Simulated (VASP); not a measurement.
# Mo3As (Pm-3m) in VASP: single point with r2SCAN

Aim: the single point of Mo3As with r2SCAN.

Program: VASP 6.6.1. These are calculated values, not measurements. Logs are shortened: lines on timing, memory, paths and dates and some standing lists are left out, and cuts for length are marked.

### 1 The cell of the first run

Symmetry: Pm-3m, No. 221, cubic system. The conventional cell has a = 5.014 Å, b = 5.014 Å, c = 5.014 Å, α = 90.00°, β = 90.00°, γ = 90.00°. As (site symmetry m-3m) has 12 Mo at 3.55 Å within 4.7 Å. Within 4.7 Å of Mo (site symmetry 4/mmm) lie 4 As at 3.55 Å and 8 Mo at 3.55 Å.

### 2 Single point, r2SCAN, non-collinear spin, zero start, spin-orbit coupling

POSCAR reads:

```
Mo3As
1.0
    5.0141460000      0.0000000000      0.0000000000
    0.0000000000      5.0141460000      0.0000000000
    0.0000000000      0.0000000000      5.0141460000
As Mo
1 3
Direct
    0.0000000000      0.0000000000      0.0000000000
    0.5000000000      0.0000000000      0.5000000000
    0.0000000000      0.5000000000      0.5000000000
    0.5000000000      0.5000000000      0.0000000000
```

INCAR.step1 reads:

```
SYSTEM = Mo3As
PREC = Accurate
ENCUT = 520
ISMEAR = 1
SIGMA = 0.0174
LREAL = .False.
LASPH = .True.
NELM = 150
LNONCOLLINEAR = .True.
MAGMOM = 0 0 0 0 0 0 0 0 0 0 0 0
LSORBIT = .True.
GGA_COMPAT = .False.
LMAXMIX = 4
NBANDS = 61
GGA = PE
ALGO = Normal
EDIFF = 1E-4
LWAVE = .True.
LCHARG = .False.
```

INCAR.step2 reads:

```
SYSTEM = Mo3As
PREC = Accurate
ENCUT = 520
EDIFF = 1E-6
ISMEAR = 1
SIGMA = 0.0174
LREAL = .False.
LASPH = .True.
NELM = 150
ALGO = Normal
ISIF = 2
LWAVE = .False.
LCHARG = .False.
LNONCOLLINEAR = .True.
MAGMOM = 0 0 0 0 0 0 0 0 0 0 0 0
LORBIT = 11
LSORBIT = .True.
GGA_COMPAT = .False.
LORBMOM = .True.
LMAXMIX = 4
METAGGA = R2SCAN
LMIXTAU = .True.
NBANDS = 61
ISTART = 1
```

KPOINTS reads:

```
Automatic mesh
0
Gamma
  6 6 6
  0 0 0
```

Potentials or basis: VASP PAW PBE potentials, release 64 (As, Mo_sv).

The run is started by

```console
$ cat potpaw_PBE.64/As/POTCAR potpaw_PBE.64/Mo_sv/POTCAR > POTCAR
$ cp INCAR.step1 INCAR
$ mpirun -np 1 vasp_ncl > vasp.out
$ cp INCAR.step2 INCAR
$ mpirun -np 1 vasp_ncl > vasp.out
```

OUTCAR:

```text
SYSTEM = Mo3As
   PREC = Accurate
   ENCUT = 520
   EDIFF = 1E-6
   ISMEAR = 1
   LREAL = .False.
   LASPH = .True.
   NELM = 150
   ISIF = 2
   LNONCOLLINEAR = .True.
   LORBIT = 11
   LSORBIT = .True.
   METAGGA = R2SCAN
   ISTART = 1

 ion  position               nearest neighbor table
   1  0.000  0.000  0.000-
   2  0.500  0.000  0.500-
   3  0.000  0.500  0.500-
   4  0.500  0.500  0.000-

  LATTYP: Found a simple cubic cell.
 ALAT       =     5.0141460000

  Lattice vectors:

 A1 = (   5.0141460000,   0.0000000000,   0.0000000000)
 A2 = (   0.0000000000,   5.0141460000,   0.0000000000)
 A3 = (   0.0000000000,   0.0000000000,   5.0141460000)

Analysis of symmetry for initial positions (statically):
=====================================================================
 Subroutine PRICEL returns:
 Original cell was already a primitive cell.

 Routine SETGRP: Setting up the symmetry group for a
 simple cubic supercell.

 Subroutine GETGRP returns: Found 48 space group operations
 (whereof 48 operations were pure point group operations)
 out of a pool of 48 trial point group operations.

The static configuration has the point symmetry O_h .

Analysis of symmetry for dynamics (positions and initial velocities):
=====================================================================
 Subroutine PRICEL returns:
 Original cell was already a primitive cell.

 Routine SETGRP: Setting up the symmetry group for a
 simple cubic supercell.

 Subroutine GETGRP returns: Found 48 space group operations
 (whereof 48 operations were pure point group operations)
 out of a pool of 48 trial point group operations.

The dynamic configuration has the point symmetry O_h .

Analysis of structural, dynamic, and magnetic symmetry:
=====================================================================
 Subroutine PRICEL returns:
 Original cell was already a primitive cell.

 Routine SETGRP: Setting up the symmetry group for a
 simple cubic supercell.

 Subroutine GETGRP returns: Found 48 space group operations
 (whereof 48 operations were pure point group operations)
 out of a pool of 48 trial point group operations.

The overall configuration has the point symmetry O_h .

 Subroutine INISYM returns: Found 48 space group operations
 (whereof 48 operations are pure point group operations),
 and found     1 'primitive' translations

----------------------------------------------------------------------------------------

                                     Primitive cell

  volume of cell :     126.0640

[... 1411 lines left out ...]
    total drift:                                0.000000     -0.000000     -0.000000

  FREE ENERGIE OF THE ION-ELECTRON SYSTEM (eV)
  ---------------------------------------------------
  free  energy   TOTEN  =       -79.6905874721 eV

  energy  without entropy=      -79.6907239093  energy(sigma->0) =      -79.69063295

 orbital moment (x)

 # of ion     p       d       tot
 ----------------------------------------
  1         0.000  -0.000  -0.000
  2        -0.000  -0.000  -0.000
  3         0.000   0.000   0.000
  4         0.000   0.000   0.000
 ----------------------------------------
            0.000   0.000   0.000

 orbital moment (y)

 # of ion     p       d       tot
 ----------------------------------------
  1        -0.000   0.000   0.000
  2         0.000   0.000   0.000
  3         0.000   0.000   0.000
  4         0.000   0.000   0.000
 ----------------------------------------
           -0.000   0.000   0.000

 orbital moment (z)

 # of ion     p       d       tot
 ----------------------------------------
  1         0.000   0.000   0.000
  2        -0.000  -0.000  -0.000
  3        -0.000  -0.000  -0.000
  4         0.000   0.000   0.000
 ----------------------------------------
           -0.000  -0.000  -0.000

 Spin-Orbit-Coupling matrix elements

 Ion:    1  E_soc:     -0.0274437
 l=   1
     0.0000000    -0.0045815    -0.0045815
    -0.0045815     0.0000000    -0.0045815
    -0.0045815    -0.0045815     0.0000000
 l=   2
     0.0000000     0.0000024     0.0000000     0.0000024     0.0000052
     0.0000024     0.0000000     0.0000039     0.0000024     0.0000013
     0.0000000     0.0000039     0.0000000     0.0000039     0.0000000
     0.0000024     0.0000024     0.0000039     0.0000000     0.0000013
     0.0000052     0.0000013     0.0000000     0.0000013     0.0000000
 l=   3
     0.0000000     0.0000000     0.0000000     0.0000000     0.0000000     0.0000000     0.0000000
     0.0000000     0.0000000     0.0000000     0.0000000     0.0000000     0.0000000     0.0000000
     0.0000000     0.0000000     0.0000000     0.0000000     0.0000000     0.0000000     0.0000000
     0.0000000     0.0000000     0.0000000     0.0000000     0.0000000     0.0000000     0.0000000
[... 49 lines left out ...]
 l=   2
     0.0000000    -0.0019648     0.0000000    -0.0019648    -0.0095814
    -0.0019648     0.0000000    -0.0050109    -0.0015557    -0.0018703
     0.0000000    -0.0050109     0.0000000    -0.0050109     0.0000000
    -0.0019648    -0.0015557    -0.0050109     0.0000000    -0.0018703
    -0.0095814    -0.0018703     0.0000000    -0.0018703     0.0000000
 l=   3
     0.0000000     0.0000000     0.0000000     0.0000000     0.0000000     0.0000000     0.0000000
     0.0000000     0.0000000     0.0000000     0.0000000     0.0000000     0.0000000     0.0000000
     0.0000000     0.0000000     0.0000000     0.0000000     0.0000000     0.0000000     0.0000000
     0.0000000     0.0000000     0.0000000     0.0000000     0.0000000     0.0000000     0.0000000
     0.0000000     0.0000000     0.0000000     0.0000000     0.0000000     0.0000000     0.0000000
     0.0000000     0.0000000     0.0000000     0.0000000     0.0000000     0.0000000     0.0000000
     0.0000000     0.0000000     0.0000000     0.0000000     0.0000000     0.0000000     0.0000000

 total charge

# of ion       s       p       d       tot
------------------------------------------
    1        1.308   1.198   0.013   2.519
    2        2.202   6.017   3.550  11.769
    3        2.202   6.017   3.550  11.769
    4        2.202   6.017   3.550  11.769
--------------------------------------------------
tot          7.913  19.250  10.662  37.825

 magnetization (x)

# of ion       s       p       d       tot
------------------------------------------
    1        0.000  -0.000   0.000  -0.000
    2       -0.000   0.000   0.000   0.000
    3       -0.000   0.000   0.000   0.000
    4        0.000   0.000  -0.000  -0.000
--------------------------------------------------
tot         -0.000  -0.000   0.000   0.000

 magnetization (y)

# of ion       s       p       d       tot
------------------------------------------
    1        0.000  -0.000   0.000  -0.000
    2        0.000   0.000   0.000   0.000
    3        0.000   0.000  -0.000  -0.000
    4       -0.000   0.000   0.000   0.000
--------------------------------------------------
tot          0.000  -0.000   0.000   0.000

 magnetization (z)

# of ion       s       p       d       tot
------------------------------------------
    1        0.000  -0.000   0.000  -0.000
    2       -0.000  -0.000  -0.000  -0.000
    3        0.000   0.000   0.000   0.000
    4        0.000   0.000   0.000   0.000
--------------------------------------------------
tot         -0.000  -0.000  -0.000  -0.000
```

OUTCAR.step1:

```text
SYSTEM = Mo3As
   PREC = Accurate
   ENCUT = 520
   ISMEAR = 1
   LREAL = .False.
   LASPH = .True.
   NELM = 150
   LNONCOLLINEAR = .True.
   LSORBIT = .True.
[... 1567 lines left out ...]
     0.0000000     0.0000000     0.0000000     0.0000000     0.0000000     0.0000000     0.0000000
     0.0000000     0.0000000     0.0000000     0.0000000     0.0000000     0.0000000     0.0000000
     0.0000000     0.0000000     0.0000000     0.0000000     0.0000000     0.0000000     0.0000000
     0.0000000     0.0000000     0.0000000     0.0000000     0.0000000     0.0000000     0.0000000
     0.0000000     0.0000000     0.0000000     0.0000000     0.0000000     0.0000000     0.0000000

=======================================================================

 ========================================================
```

Run time: 57 min. Hardware: 1 thread of Oxide Virtual Turin-like, shared host; peak memory 0.7 GiB.

What came out:

```
Free energy                                           : -79.6906 eV
Pressure                                              : -30.5 GPa
Net moment                                            : 0.00 μB per cell
Valence electrons inside the program's atomic spheres : As 2.52; Mo 11.77
```

Moments on the atoms (μB; x, y, z):
```
As  0.00 0.00 0.00
Mo  0.00 0.00 0.00
Mo  0.00 0.00 0.00
Mo  0.00 0.00 0.00
```

Caveat: the cell stands under tension; the PAW data sets were made with another functional, which shifts forces and pressure a little.
